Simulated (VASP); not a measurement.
# NiO2 (P-3m1) in VASP: relaxation of shape and atoms at fixed volume with r2SCAN

Aim: the relaxation of shape and atoms at fixed volume of NiO2 with r2SCAN.

Everything below comes from runs of VASP 6.6.1. Logs are shortened: lines on timing, memory, paths and dates and some standing lists are left out, and cuts for length are marked.

## Step 1: The cell of the first run

The structure is trigonal, space group P-3m1 (No. 164). Conventional cell: a = 2.745 Å, b = 2.745 Å, c = 4.429 Å, α = 90.00°, β = 90.00°, γ = 120.00°. Ni (site symmetry -3m) has 6 O at 1.84 Å within 2.4 Å. O (site symmetry 3m) has 3 Ni at 1.84 Å and 3 O at 2.44 Å within 2.5 Å.

## Step 2: Relaxation of shape and atoms at fixed volume, r2SCAN (9.64 Å³/atom)

Input file POSCAR:

```
NiO2
1.0
    2.7452655544      0.0000000000      0.0000000000
   -1.3726327772      2.3774697102      0.0000000000
    0.0000000000      0.0000000000      4.4288403101
Ni O
1 2
Direct
    0.0000000000      0.0000000000      0.5000000000
    0.6666666667      0.3333333333      0.7098155145
    0.3333333333      0.6666666667      0.2901844855
```

Input file INCAR.step1:

```
SYSTEM = NiO2
ALGO = Normal ; EDIFF = 1E-5
EDIFFG = -0.005 ; ENCUT = 660
GGA = PE ; GGA_COMPAT = .FALSE.
IBRION = 2 ; ISIF = 3
ISMEAR = 0 ; LASPH = .TRUE.
LCHARG = .FALSE. ; LREAL = .FALSE.
LWAVE = .TRUE. ; NELM = 120
NELMIN = 4 ; NSW = 100
PREC = Accurate ; SIGMA = 0.02
```

Input file INCAR.step2:

```
SYSTEM = NiO2
ALGO = Normal ; EDIFF = 1E-7
EDIFFG = -0.01 ; ENCUT = 660
GGA_COMPAT = .FALSE. ; IBRION = 2
ISIF = 4 ; ISMEAR = 0
ISTART = 1 ; LASPH = .TRUE.
LCHARG = .FALSE. ; LMIXTAU = .TRUE.
LREAL = .FALSE. ; LWAVE = .FALSE.
METAGGA = R2SCAN ; NELM = 120
NELMIN = 4 ; NSW = 50
PREC = Accurate ; SIGMA = 0.02
```

Input file KPOINTS:

```
k-points
0
G
  12 12 6
  0 0 0
```

Potentials or basis: VASP PAW PBE potentials, release 64 (Ni_sv_GW, O).

Launch:

```
cat potpaw_PBE.64/Ni_sv_GW/POTCAR potpaw_PBE.64/O/POTCAR > POTCAR
cp INCAR.step1 INCAR
mpirun -np 1 vasp_std > vasp.out
cp INCAR.step2 INCAR
mpirun -np 1 vasp_std > vasp.out
```

OUTCAR:

```text
SYSTEM = NiO2
   EDIFF = 1E-7
   EDIFFG = -0.01
   ENCUT = 660
   IBRION = 2
   ISIF = 4
   ISMEAR = 0
   ISTART = 1
   LASPH = .TRUE.
   LREAL = .FALSE.
   METAGGA = R2SCAN
   NELM = 120
   NELMIN = 4
   NSW = 50
   PREC = Accurate

 ion  position               nearest neighbor table
   1  0.000  0.000  0.500-   2 1.84   3 1.84   3 1.84   2 1.84   2 1.84   3 1.84
   2  0.667  0.333  0.710-   1 1.84   1 1.84   1 1.84
   3  0.333  0.667  0.290-   1 1.84   1 1.84   1 1.84

  LATTYP: Found a hexagonal cell.
 ALAT       =     2.7452655544
 C/A-ratio  =     1.6132648089

  Lattice vectors:

 A1 = (   2.7452655544,   0.0000000000,   0.0000000000)
 A2 = (  -1.3726327772,   2.3774697102,   0.0000000000)
 A3 = (   0.0000000000,   0.0000000000,   4.4288403101)

Analysis of symmetry for initial positions (statically):
=====================================================================
 Subroutine PRICEL returns:
 Original cell was already a primitive cell.

 Routine SETGRP: Setting up the symmetry group for a
 hexagonal supercell.

 Subroutine GETGRP returns: Found 12 space group operations
 (whereof 12 operations were pure point group operations)
 out of a pool of 24 trial point group operations.

The static configuration has the point symmetry D_3d.

Analysis of symmetry for dynamics (positions and initial velocities):
=====================================================================
 Subroutine PRICEL returns:
 Original cell was already a primitive cell.

 Routine SETGRP: Setting up the symmetry group for a
 hexagonal supercell.

 Subroutine GETGRP returns: Found 12 space group operations
 (whereof 12 operations were pure point group operations)
 out of a pool of 24 trial point group operations.

The dynamic configuration has the point symmetry D_3d.

 Subroutine INISYM returns: Found 12 space group operations
 (whereof 12 operations are pure point group operations),
 and found     1 'primitive' translations

----------------------------------------------------------------------------------------

                                     Primitive cell

  volume of cell :      28.9061

  direct lattice vectors                    reciprocal lattice vectors
     2.745265554  0.000000000  0.000000000     0.364263486  0.210307622  0.000000000
    -1.372632777  2.377469710  0.000000000     0.000000000  0.420615243  0.000000000
     0.000000000  0.000000000  4.428840310     0.000000000  0.000000000  0.225792743

  length of vectors
     2.745265554  2.745265554  4.428840310     0.420615243  0.420615243  0.225792743

  position of ions in fractional coordinates (direct lattice)
     0.000000000  0.000000000  0.500000000
     0.666666667  0.333333333  0.709815515
     0.333333333  0.666666667  0.290184485

  ion indices of the primitive-cell ions
   primitive index   ion index
                 1           1
                 2           2
                 3           3

----------------------------------------------------------------------------------------

 KPOINTS: k-points

Automatic generation of k-mesh.
 Grid dimensions read from file:
 generate k-points for:   12   12    6

 Generating k-lattice:

  Cartesian coordinates                     Fractional coordinates (reciprocal lattice)
     0.030355290  0.017525635  0.000000000     0.083333333  0.000000000  0.000000000
     0.000000000  0.035051270  0.000000000     0.000000000  0.083333333  0.000000000
     0.000000000  0.000000000  0.037632124     0.000000000  0.000000000  0.166666667

  Length of vectors
     0.035051270  0.035051270  0.037632124

  Shift w.r.t. Gamma in fractional coordinates (k-lattice)
     0.000000000  0.000000000  0.000000000

 Subroutine IBZKPT returns following result:
 ===========================================

 Found    100 irreducible k-points:

 Following reciprocal coordinates:
            Coordinates               Weight
  0.000000  0.000000  0.000000      1.000000
  0.083333  0.000000  0.000000      6.000000
  0.166667  0.000000  0.000000      6.000000
  0.250000  0.000000  0.000000      6.000000
  0.333333  0.000000  0.000000      6.000000
  0.416667  0.000000  0.000000      6.000000
[... 16 lines left out ...]
  0.166667  0.000000  0.166667      6.000000
  0.000000  0.166667  0.166667      6.000000
 [... further k-points ...]
   k-points           NKPTS =    100   k-points in BZ     NKDIM =    100   number of bands    NBANDS=     19
   number of dos      NEDOS =    301   number of ions     NIONS =      3
   total plane-waves  NPLWV =  23040
   dimension x,y,z NGX =    24 NGY =   24 NGZ =   40
   dimension x,y,z NGXF=    48 NGYF=   48 NGZF=   80
   ions per type =               1   2
   NGX,Y,Z   is equivalent  to a cutoff of  14.53, 14.53, 15.01 a.u.
   NGXF,Y,Z  is equivalent  to a cutoff of  29.07, 29.07, 30.03 a.u.
 SYSTEM =  NiO2
   PREC   = accura    normal or accurate (medium, high low for compatibility)
   ISTART =      1    job   : 0-new  1-cont  2-samecut
   ICHARG =      0    charge: 1-file 2-atom 10-const
   ISPIN  =      1    spin polarized calculation?
   LNONCOLLINEAR =      F non collinear calculations
   LSORBIT =      F    spin-orbit coupling
   LASPH  =      T    aspherical Exc in radial PAW
   ENCUT  =  660.0 eV  48.51 Ry    6.96 a.u.   5.75  5.75  9.28*2*pi/ulx,y,z
   NELM   =    120;   NELMIN=  4; NELMDL=  0     # of ELM steps
   EDIFF  = 0.1E-06   stopping-criterion for ELM
   LREAL  =      F    real-space projection
   EDIFFG = -.1E-01   stopping-criterion for IOM
   NSW    =     50    number of steps for IOM
   IBRION =      2    ionic relax: 0-MD 1-quasi-New 2-CG
   NFREE  =      1    steps in history (QN), initial steepest desc. (CG)
   ISIF   =      4    stress and relaxation
   ISYM   =      2    0-nonsym 1-usesym 2-fastsym
   POTIM  = 0.5000    time-step for ionic-motion
   TEBEG  =    0.0;   TEEND  =   0.0 temperature during run
   PSTRESS=    0.0 pullay stress
   NELECT =      30.0000    total number of electrons
   NUPDOWN=      -1.0000    fix difference up-down
   EMIN   =  10.00;   EMAX   =-10.00  energy-range for DOS
   EFERMI =   0.00;   METHOD = LEGACY
   ISMEAR =     0;   SIGMA  =   0.02  broadening in eV -4-tet -1-fermi 0-gaus
   EFERMI_NEDOS =   21; number of points for ismear=-14 and -15
   IALGO  =     38    algorithm
   IMIX   =      4    mixing-type and parameters
     AMIX     =   0.40;   BMIX     =  1.00
     AMIX_MAG =   1.60;   BMIX_MAG =  1.00
  volume/ion in A,a.u.               =       9.64        65.02
  Fermi-wavevector in a.u.,A,eV,Ry     =   1.657495  3.132211 37.379128  2.747288
  Thomas-Fermi vector in A             =   2.745238
   LORBIT       =      0    0 simple, 1 ext, 2 COOP (PROOUT), +10 PAW based schemes
   METAGGA = R2SCAN    functional components
   LHFCALC =     F    Hartree Fock is set to
   AEXX    =    0.0000 exact exchange contribution
   IVDW    =     0    specifies the selected vdW correction
   LEPSILON=     F    determine dielectric tensor
   LRPA    =     F    only Hartree local field effects (RPA)
 conjugate gradient relaxation of ions
 non-spin polarized calculation
 Gauss-broadening in eV      SIGMA  =   0.02
  energy-cutoff  :      660.00
  volume of cell :       28.91
 maximum number of plane-waves:      1128
 NGX is ok and might be reduce to    24
   NGX = 11   NGY = 11   NGZ = 19

--------------------------------------- Ionic step        1  -------------------------------------------

 number of electron      30.0000009 magnetization

 Free energy of the ion-electron system (eV)
  ---------------------------------------------------
  ext. energy  EPLUGINS =         0.00000000
  ---------------------------------------------------
  free energy    TOTEN  =       -27.52261162 eV

  energy without entropy =      -27.52261162  energy(sigma->0) =      -27.52261162

------------------------ aborting loop because EDIFF is reached ----------------------------------------

  FORCE on cell =-STRESS in cart. coord.  units (eV):
  Direction    XX          YY          ZZ          XY          YZ          ZX
  --------------------------------------------------------------------------------------
  -------------------------------------------------------------------------------------
  Total        1.7021292      1.7021292      0.9331241     -0.0000000      0.0000000      0.0000000
  in kB       94.3438814     94.3438814     51.7202492     -0.0000000      0.0000000      0.0000000
  external PRESSURE =      80.1360040 kB  Pullay stress =       0.0000000 kB
[... 133 lines left out ...]
  energy  without entropy=      -27.5466310009  energy(sigma->0) =      -27.54663100

--------------------------------------- Ionic step        5  -------------------------------------------

 number of electron      30.0000013 magnetization

 Free energy of the ion-electron system (eV)
  ---------------------------------------------------
  ext. energy  EPLUGINS =         0.00000000
  ---------------------------------------------------
  free energy    TOTEN  =       -27.54686699 eV

  energy without entropy =      -27.54686699  energy(sigma->0) =      -27.54686699

 E-fermi :   2.9508     XC(G=0): -12.3842

 val. band max:        2.5361310976   @ k =   0.0833   0.0833   0.5000
 cond. band min:       3.8527398520   @ k =   0.2500   0.0000   0.3333
 fundamental gap:      1.3166087544
 Fermi energy:         2.9507905482

 k-point     1 :       0.0000    0.0000    0.0000
  band No.  band energies     occupation
      1    -105.4307      2.00000
      2     -64.3887      2.00000
      3     -64.3887      2.00000
      4     -64.1429      2.00000
      5     -18.2361      2.00000
      6     -15.5939      2.00000
[... 11 lines left out ...]
     18      11.4921      0.00000
     19      14.7245      0.00000
[... 489 lines left out ...]
      3     -64.3922      2.00000
      4     -64.1408      2.00000
      5     -17.8241      2.00000
      6     -15.7086      2.00000
[... 11 lines left out ...]
     18      12.9887      0.00000
     19      16.0086      0.00000

 [... further k-points ...]

------------------------ aborting loop because EDIFF is reached ----------------------------------------

  FORCE on cell =-STRESS in cart. coord.  units (eV):
  Direction    XX          YY          ZZ          XY          YZ          ZX
  --------------------------------------------------------------------------------------
  -------------------------------------------------------------------------------------
  Total        0.1081024      0.1081024      0.1231503      0.0000000      0.0000000      0.0000000
  in kB        5.9917877      5.9917877      6.8258513      0.0000000      0.0000000      0.0000000
  external PRESSURE =       6.2698089 kB  Pullay stress =       0.0000000 kB
[... 18 lines left out ...]
  FREE ENERGIE OF THE ION-ELECTRON SYSTEM (eV)
  ---------------------------------------------------
  free  energy   TOTEN  =       -27.5468669892 eV

  energy  without entropy=      -27.5468669892  energy(sigma->0) =      -27.54686699

 reached required accuracy - stopping structural energy minimisation
```

Run time: 27 min. Hardware: 1 thread of AMD EPYC 9R45 (Zen 5), shared host; peak memory 0.22 GiB.

What came out:

- Free energy: -27.5469 eV
- Energy gained by relaxing: 8.1 meV/atom
- Ionic steps: 5
- Pressure after relaxing: 0.6 GPa
- Largest force after relaxing: 0.004 eV/Å
- Band gap on the k mesh: 1.32 eV (least direct gap 1.50 eV)

Forces on the atoms (eV/Å):
```
Ni   0.000  0.000  0.000
O    0.000  0.000 -0.004
O    0.000  0.000  0.004
```

The path:
| step | energy change (eV) | largest force (eV/Å) | pressure (GPa) | volume (Å³) |
| --- | --- | --- | --- | --- |
| 1 | 0.0000 | 0.5422 | 8.01 | 28.91 |
| 2 | -0.0199 | 0.0138 | 2.79 | 28.91 |
| 3 | -0.0206 | 0.1091 | 1.60 | 28.91 |
| 4 | -0.0240 | 0.0331 | 0.89 | 28.91 |
| 5 | -0.0243 | 0.0044 | 0.63 | 28.91 |

Final structure:
```
CELL_PARAMETERS angstrom
2.77583 0.00000 0.00000
-1.38791 2.40394 0.00000
0.00000 0.00000 4.33186
ATOMIC_POSITIONS crystal
Ni 0.00000 0.00000 0.50000
O 0.66667 0.33333 0.71689
O 0.33333 0.66667 0.28311
```

Levels at points of the mesh, in eV from the valence-band top:
```csv
k point,band 11,band 12,band 13,band 14,band 15,band 16,band 17,band 18,band 19
"(0.00, 0.00, 0.00)",-2.44,-0.98,-0.98,-0.63,-0.39,2.62,2.62,8.96,12.19
"(0.50, 0.00, 0.00)",-2.84,-2.32,-2.12,-1.88,-1.15,1.94,2.63,13.83,14.47
"(0.00, 0.00, 0.50)",-2.44,-2.20,-1.06,-1.06,-0.15,2.71,2.71,11.28,11.33
"(0.50, 0.00, 0.50)",-2.67,-2.12,-1.91,-1.36,-1.35,1.99,2.48,12.76,14.27
```

Caveat: the PAW data sets were made with another functional, which shifts forces and pressure a little; the run has no spin polarisation, though such a crystal can be magnetic. Spin polarisation is off, so any magnetic state and its effect on volume and gap are missing.
